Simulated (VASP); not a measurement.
# K2Se2O7 (C2/c) in VASP: electric field gradients with PBE

Aim: the electric field gradients of K2Se2O7 with PBE.

Program: VASP 6.6.1. These are calculated values, not measurements. Logs are shortened: lines on timing, memory, paths and dates and some standing lists are left out, and cuts for length are marked.

## (1) The cell of the first run

It takes space group C2/c (No. 15, monoclinic). Conventional cell: a = 12.829 Å, b = 7.541 Å, c = 7.490 Å, α = 90.00°, β = 93.41°, γ = 90.00°. K (site symmetry 1) has 12 O at 2.73 to 4.15 Å and 7 Se at 3.57 to 4.40 Å and 4 K at 3.60 to 4.35 Å within 4.4 Å. Within 2.2 Å of Se (site symmetry 1) lie 4 O at 1.62 to 1.81 Å. O (site symmetry 1) has 1 Se at 1.63 Å within 2.2 Å. O (site symmetry 1) has 1 Se at 1.63 Å within 2.2 Å. O (site symmetry 1) has 1 Se at 1.62 Å within 2.2 Å. O (site symmetry 2) has 2 Se at 1.81 Å within 2.4 Å.

## (2) Electric field gradients, PBE

INCAR

```
SYSTEM = K2Se2O7
PREC = Accurate
ENCUT = 520
EDIFF = 1E-8
ISMEAR = -1
SIGMA = 0.02
LREAL = Auto
LASPH = .TRUE.
NELM = 60
ALGO = Normal
ISIF = 2
LWAVE = .FALSE.
LCHARG = .FALSE.
GGA = PE
LEFG = .TRUE.
NBANDS = 89
```

KPOINTS

```
regular mesh
0
G
  4 4 3
  0 0 0
```

POSCAR

```
K2Se2O7
1.0
    6.4146088424     -3.7707034600      0.0000000000
    6.4146088424      3.7707034600      0.0000000000
   -0.4450417352      0.0000000000      7.4771857163
K Se O
4 4 14
Direct
    0.4990466500      0.7935678500      0.3647929900
    0.2064321500      0.5009533500      0.1352070100
    0.5009533500      0.2064321500      0.6352070100
    0.7935678500      0.4990466500      0.8647929900
    0.9268025500      0.2852694000      0.3711459400
    0.7147306000      0.0731974500      0.1288540600
    0.0731974500      0.7147306000      0.6288540600
    0.2852694000      0.9268025500      0.8711459400
    0.7551658400      0.3542453000      0.5238865500
    0.6457547000      0.2448341600      0.9761134500
    0.2448341600      0.6457547000      0.4761134500
    0.3542453000      0.7551658400      0.0238865500
    0.8589366900      0.4646685800      0.2260258000
    0.5353314200      0.1410633100      0.2739742000
    0.1410633100      0.5353314200      0.7739742000
    0.4646685800      0.8589366900      0.7260258000
    0.1639278100      0.1869932900      0.4432183300
    0.8130067100      0.8360721900      0.0567816700
    0.8360721900      0.8130067100      0.5567816700
    0.1869932900      0.1639278100      0.9432183300
    0.9352227700      0.0647772300      0.2500000000
    0.0647772300      0.9352227700      0.7500000000
```

Potentials or basis: VASP PAW PBE potentials, release 64 (K_sv, Se, O).

On the command line:

```console
$ cat potpaw_PBE.64/K_sv/POTCAR potpaw_PBE.64/Se/POTCAR potpaw_PBE.64/O/POTCAR > POTCAR
$ mpirun -np 1 vasp_std > vasp.out
```

OUTCAR:

```text
SYSTEM = K2Se2O7
   PREC = Accurate
   ENCUT = 520
   EDIFF = 1E-8
   ISMEAR = -1
   LREAL = Auto
   LASPH = .TRUE.
   NELM = 60
   ISIF = 2
   GGA = PE

 ion  position               nearest neighbor table
   1  0.499  0.794  0.365-  16 2.73  12 2.78  11 2.79  13 2.81  17 2.83  14 2.85  19 2.89   3 3.60

   2  0.206  0.501  0.135-  15 2.73  11 2.78  12 2.79  14 2.81  18 2.83  13 2.85  20 2.89   4 3.60

   3  0.501  0.206  0.635-  14 2.73  10 2.78   9 2.79  15 2.81  19 2.83  16 2.85  17 2.89   1 3.60
[... 4 lines left out ...]
   6  0.715  0.073  0.129-  18 1.62  14 1.63  10 1.63  21 1.81
   7  0.073  0.715  0.629-  19 1.62  15 1.63  11 1.63  22 1.81
   8  0.285  0.927  0.871-  20 1.62  16 1.63  12 1.63  22 1.81
   9  0.755  0.354  0.524-   5 1.63   4 2.78   3 2.79
  10  0.646  0.245  0.976-   6 1.63   3 2.78   4 2.79
  11  0.245  0.646  0.476-   7 1.63   2 2.78   1 2.79
  12  0.354  0.755  0.024-   8 1.63   1 2.78   2 2.79
  13  0.859  0.465  0.226-   5 1.63   4 2.73   1 2.81   2 2.85
  14  0.535  0.141  0.274-   6 1.63   3 2.73   2 2.81   1 2.85
  15  0.141  0.535  0.774-   7 1.63   2 2.73   3 2.81   4 2.85
  16  0.465  0.859  0.726-   8 1.63   1 2.73   4 2.81   3 2.85
  17  0.164  0.187  0.443-   5 1.62   1 2.83   3 2.89
  18  0.813  0.836  0.057-   6 1.62   2 2.83   4 2.89
  19  0.836  0.813  0.557-   7 1.62   3 2.83   1 2.89
  20  0.187  0.164  0.943-   8 1.62   4 2.83   2 2.89
  21  0.935  0.065  0.250-   5 1.81   6 1.81
  22  0.065  0.935  0.750-   7 1.81   8 1.81

  LATTYP: Found a base centered monoclinic cell.
 ALAT       =    12.8292176848
 B/A-ratio  =     0.5878306149
 C/A-ratio  =     0.5838562118
 COS(beta)  =    -0.0594148029

  Lattice vectors:

 A1 = (   6.4146088424,  -3.7707034600,   0.0000000000)
 A2 = (   6.4146088424,   3.7707034600,   0.0000000000)
 A3 = (  -0.4450417352,   0.0000000000,   7.4771857163)

Analysis of symmetry for initial positions (statically):
=====================================================================
 Subroutine PRICEL returns:
 Original cell was already a primitive cell.

 Routine SETGRP: Setting up the symmetry group for a
 base centered monoclinic supercell.

 Subroutine GETGRP returns: Found  4 space group operations
 (whereof  2 operations were pure point group operations)
 out of a pool of  4 trial point group operations.

The static configuration has the point symmetry S_2 .
 The point group associated with its full space group is C_2h.

Analysis of symmetry for dynamics (positions and initial velocities):
=====================================================================
 Subroutine PRICEL returns:
 Original cell was already a primitive cell.

 Routine SETGRP: Setting up the symmetry group for a
 base centered monoclinic supercell.

 Subroutine GETGRP returns: Found  4 space group operations
 (whereof  2 operations were pure point group operations)
 out of a pool of  4 trial point group operations.

The dynamic configuration has the point symmetry S_2 .
 The point group associated with its full space group is C_2h.

 Subroutine INISYM returns: Found  4 space group operations
 (whereof  2 operations are pure point group operations),
 and found     1 'primitive' translations

----------------------------------------------------------------------------------------

                                     Primitive cell

  volume of cell :     361.7102

  direct lattice vectors                    reciprocal lattice vectors
     6.414608842 -3.770703460  0.000000000     0.077947076 -0.132601252  0.004639406
     6.414608842  3.770703460  0.000000000     0.077947076  0.132601252  0.004639406
    -0.445041735  0.000000000  7.477185716     0.000000000  0.000000000  0.133740158

[... 114 lines left out ...]
   NELM   =     60;   NELMIN=  2; NELMDL= -5     # of ELM steps
   EDIFF  = 0.1E-07   stopping-criterion for ELM
   LREAL  =      T    real-space projection
   EDIFFG = 0.1E-06   stopping-criterion for IOM
   NSW    =      0    number of steps for IOM
   IBRION =     -1    ionic relax: 0-MD 1-quasi-New 2-CG
   NFREE  =      0    steps in history (QN), initial steepest desc. (CG)
   ISIF   =      2    stress and relaxation
   ISYM   =      2    0-nonsym 1-usesym 2-fastsym
   POTIM  = 0.5000    time-step for ionic-motion
   TEBEG  =    0.0;   TEEND  =   0.0 temperature during run
   PSTRESS=    0.0 pullay stress
   NELECT =     144.0000    total number of electrons
   NUPDOWN=      -1.0000    fix difference up-down
   EMIN   =  10.00;   EMAX   =-10.00  energy-range for DOS
   EFERMI =   0.00;   METHOD = LEGACY
   ISMEAR =    -1;   SIGMA  =   0.02  broadening in eV -4-tet -1-fermi 0-gaus
   EFERMI_NEDOS =   21; number of points for ismear=-14 and -15
   IALGO  =     38    algorithm
   IMIX   =      4    mixing-type and parameters
     AMIX     =   0.40;   BMIX     =  1.00
     AMIX_MAG =   1.60;   BMIX_MAG =  1.00
  volume/ion in A,a.u.               =      16.44       110.95
  Fermi-wavevector in a.u.,A,eV,Ry     =   1.204321  2.275836 19.733726  1.450388
  Thomas-Fermi vector in A             =   2.340049
   LORBIT       =      0    0 simple, 1 ext, 2 COOP (PROOUT), +10 PAW based schemes
   GGA     = PE    functional components
   LHFCALC =     F    Hartree Fock is set to
   AEXX    =    0.0000 exact exchange contribution
   IVDW    =     0    specifies the selected vdW correction
   LEPSILON=     F    determine dielectric tensor
   LRPA    =     F    only Hartree local field effects (RPA)
 non-spin polarized calculation
  energy-cutoff  :      520.00
  volume of cell :      361.71
 maximum number of plane-waves:      9756
   NGX = 27   NGY = 27   NGZ = 27

 number of electron     144.0000023 magnetization

 Free energy of the ion-electron system (eV)
  ---------------------------------------------------
  ext. energy  EPLUGINS =         0.00000000
  ---------------------------------------------------
  free energy    TOTEN  =      -111.72266409 eV

  energy without entropy =     -111.72266409  energy(sigma->0) =     -111.72266409

 E-fermi :  -0.3189     XC(G=0):  -8.7360

 val. band max:       -0.8368478902   @ k =   0.5000   0.0000  -0.0000
 cond. band min:       2.4811558103   @ k =   0.0000   0.0000   0.0000
 fundamental gap:      3.3180037005
 Fermi energy:        -0.3189307807

 k-point     1 :       0.0000    0.0000    0.0000
  band No.  band energies     occupation
      1     -27.4671      2.00000
      2     -27.4525      2.00000
      3     -27.4387      2.00000
      4     -27.4367      2.00000
      5     -22.0347      2.00000
      6     -21.9604      2.00000
[... 1468 lines left out ...]
     83       6.9339      0.00000
     84       7.2771      0.00000
 [bands above 84 left out]

------------------------ aborting loop because EDIFF is reached ----------------------------------------

  FORCE on cell =-STRESS in cart. coord.  units (eV):
  Direction    XX          YY          ZZ          XY          YZ          ZX
  --------------------------------------------------------------------------------------
  -------------------------------------------------------------------------------------
  Total        9.8872312     11.2042359     10.4439756      0.0000000      0.0000000     -0.9317059
  in kB       43.7950018     49.6286095     46.2610739      0.0000000      0.0000000     -4.1269454
  external PRESSURE =      46.5615617 kB  Pullay stress =       0.0000000 kB

 VOLUME and BASIS-vectors are now :
 -----------------------------------------------------------------------------
  energy-cutoff  :      520.00
  volume of cell :      361.71
      direct lattice vectors                 reciprocal lattice vectors
     6.414608842 -3.770703460  0.000000000     0.077947076 -0.132601252  0.004639406
     6.414608842  3.770703460  0.000000000     0.077947076  0.132601252  0.004639406
    -0.445041735  0.000000000  7.477185716     0.000000000  0.000000000  0.133740158

 POSITION                                       TOTAL-FORCE (eV/Angst)
 -----------------------------------------------------------------------------------
      8.12927      1.11055      2.72762        -0.033902      0.001693     -0.018466
      4.47743      1.11055      1.01097         0.033902      0.001693      0.018466
      4.25491     -1.11055      4.74956         0.033902     -0.001693      0.018466
      7.90675     -1.11055      6.46622        -0.033902     -0.001693     -0.018466
      7.60979     -2.41903      2.77513        -0.059401     -0.049454     -0.001477
      4.99690     -2.41903      0.96347         0.059401     -0.049454      0.001477
[... 14 lines left out ...]
      6.30335     -3.28219      1.86930         0.000000     -0.528745      0.000000
      6.08083      3.28219      5.60789         0.000000      0.528745      0.000000
 -----------------------------------------------------------------------------------
    total drift:                                0.000000     -0.000000      0.000000

  FREE ENERGIE OF THE ION-ELECTRON SYSTEM (eV)
  ---------------------------------------------------
  free  energy   TOTEN  =      -111.7226640875 eV

  energy  without entropy=     -111.7226640875  energy(sigma->0) =     -111.72266409

 Electric field gradients (V/A^2)
---------------------------------------------------------------------
 ion       V_xx      V_yy      V_zz      V_xy      V_xz      V_yz
---------------------------------------------------------------------
   1       5.873    -1.594    -4.280     3.510     4.884    -3.229
   2       5.873    -1.594    -4.280    -3.510     4.884     3.229
   3       5.873    -1.594    -4.280     3.510     4.884    -3.229
   4       5.873    -1.594    -4.280    -3.510     4.884     3.229
   5      48.241   -33.829   -14.412    74.746    76.388    52.232
   6      48.241   -33.829   -14.412   -74.746    76.388   -52.232
[... 14 lines left out ...]
  21      55.319    -7.546   -47.773    -0.000   147.271     0.000
  22      55.319    -7.546   -47.773    -0.000   147.271     0.000
---------------------------------------------------------------------

 Electric field gradients after diagonalization (V/A^2)
 (convention: |V_zz| > |V_xx| > |V_yy|)
----------------------------------------------------------------------
 ion       V_xx      V_yy      V_zz     asymmetry (V_yy - V_xx)/ V_zz
----------------------------------------------------------------------
   1       8.327     0.556    -8.884       0.875
   2       8.327     0.556    -8.884       0.875
   3       8.327     0.556    -8.884       0.875
   4       8.327     0.556    -8.884       0.875
   5     -80.278   -65.486   145.763       0.101
   6     -80.278   -65.486   145.763       0.101
[... 14 lines left out ...]
  21    -152.258    -7.546   159.804       0.906
  22    -152.258    -7.546   159.804       0.906
----------------------------------------------------------------------

           NMR quadrupolar parameters

 Cq : quadrupolar parameter    Cq=e*Q*V_zz/h
 eta: asymmetry parameters     (V_yy - V_xx)/ V_zz
 Q  : nuclear electric quadrupole moment in mb (millibarn)
----------------------------------------------------------------------
 ion       Cq(MHz)       eta       Q (mb)
----------------------------------------------------------------------
   1      -0.021       0.875       1.000
   2      -0.021       0.875       1.000
   3      -0.021       0.875       1.000
   4      -0.021       0.875       1.000
   5       0.352       0.101       1.000
   6       0.352       0.101       1.000
[... 14 lines left out ...]
  21       0.386       0.906       1.000
  22       0.386       0.906       1.000
----------------------------------------------------------------------
```

Run time: 32 min. Hardware: 1 thread of Intel Xeon 8259CL, shared host; peak memory 0.63 GiB.

What came out:

```
Free energy                             : -111.7227 eV
Pressure                                : 4.7 GPa
Largest force                           : 0.811 eV/Å
Band gap on the k mesh                  : 3.32 eV (least direct gap 3.39 eV)
Largest electric field gradient by atom : K -8.9; Se +145.8; O +177.0, +175.5, +179.1, +159.8 (each value once) V/Å²
```

Forces in eV/Å, atoms in the order of the input:
```
K   -0.034  0.002 -0.018
K    0.034  0.002  0.018
K    0.034 -0.002  0.018
K   -0.034 -0.002 -0.018
Se  -0.059 -0.049 -0.001
Se   0.059 -0.049  0.001
Se   0.059  0.049  0.001
Se  -0.059  0.049 -0.001
O   -0.333  0.466  0.574
O    0.333  0.466 -0.574
O    0.333 -0.466 -0.574
O   -0.333 -0.466  0.574
O    0.407  0.456 -0.502
O   -0.407  0.456  0.502
O   -0.407 -0.456  0.502
O    0.407 -0.456 -0.502
O    0.400 -0.589  0.257
O   -0.400 -0.589 -0.257
O   -0.400  0.589 -0.257
O    0.400  0.589  0.257
O    0.000 -0.529  0.000
O    0.000  0.529  0.000
```

Stress tensor (GPa, compression positive):
```
 4.38  0.00 -0.41
 0.00  4.96  0.00
-0.41  0.00  4.63
```

Levels at points of the mesh, in eV from the valence-band top:
```csv
k point,band 68,band 69,band 70,band 71,band 72,band 73,band 74,band 75,band 76,band 77
"(0.00, 0.00, 0.00)",-0.45,-0.15,-0.15,-0.11,-0.07,3.32,4.04,5.25,5.31,6.10
"(0.50, 0.00, 0.00)",-0.45,-0.29,-0.11,-0.07,0.00,3.91,4.00,5.08,5.15,6.36
"(0.50, 0.50, 0.00)",-0.40,-0.18,-0.15,-0.12,-0.06,4.04,4.24,4.79,5.07,6.35
```

Electric field gradients, principal values (V/Å²):
| atom | least | middle | greatest (by size) |
| --- | --- | --- | --- |
| 1 K | 0.556 | 8.327 | -8.884 |
| 2 K | 0.556 | 8.327 | -8.884 |
| 3 K | 0.556 | 8.327 | -8.884 |
| 4 K | 0.556 | 8.327 | -8.884 |
| 5 Se | -65.486 | -80.278 | 145.763 |
| 6 Se | -65.486 | -80.278 | 145.763 |
| 7 Se | -65.486 | -80.278 | 145.763 |
| 8 Se | -65.486 | -80.278 | 145.763 |
| 9 O | -75.454 | -101.564 | 177.018 |
| 10 O | -75.454 | -101.564 | 177.018 |
| 11 O | -75.454 | -101.564 | 177.018 |
| 12 O | -75.454 | -101.564 | 177.018 |
| 13 O | -77.429 | -98.048 | 175.477 |
| 14 O | -77.429 | -98.048 | 175.477 |
| 15 O | -77.429 | -98.048 | 175.477 |
| 16 O | -77.429 | -98.048 | 175.477 |
| 17 O | -73.384 | -105.702 | 179.086 |
| 18 O | -73.384 | -105.702 | 179.086 |
| 19 O | -73.384 | -105.702 | 179.086 |
| 20 O | -73.384 | -105.702 | 179.086 |
| 21 O | -7.546 | -152.258 | 159.804 |
| 22 O | -7.546 | -152.258 | 159.804 |

Caveat: the cell stands under pressure; without QUAD_EFG the Cq values of the log hold for a quadrupole moment of 1 mb, not for the nuclei; an odd mesh through Γ misses points on the zone boundary, where band edges can lie.
